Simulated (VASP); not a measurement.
Runs of VASP 6.6.1 on Ca3Nb. The structure is that of space group Pm-3m (No. 221), or close to it. The cells are those of the table. 

```tsv
task	cell	k mesh	cutoff (eV)	gap on the mesh (eV)	pressure (GPa)
single point	a = 4.996 Å, 4 atoms	12 × 12 × 12, shifted	500	none	0.0
single point	a = 4.996 Å, 4 atoms	10 × 10 × 10	520	none	0.0
relaxation of cell and atoms	relaxed from a = 4.614 Å, 4 atoms	4 × 4 × 4	600	none	-0.1
single point	a = 4.979 Å, 4 atoms	4 × 4 × 4	520	none	0.1
single point	a = 4.996 Å, 4 atoms	10 × 10 × 10, shifted	520	none	0.0
single point	a = 4.614 Å, 4 atoms	4 × 4 × 4	520	none	(a)
```

Alike in all rows: level PBE; potentials or basis VASP PAW PBE potentials, release 64 (Ca_sv, Nb_sv); no spin polarisation; smearing gaussian 0.1 eV.

Problem. Fill in the values left out.

Solution. (a) 10.3.

Caveats: the cell stands under pressure (at least some runs).

A k mesh can miss the band edges, and the runs leave out spin-orbit coupling on Nb.

A gap of «none» marks levels without a gap at the run's occupations.
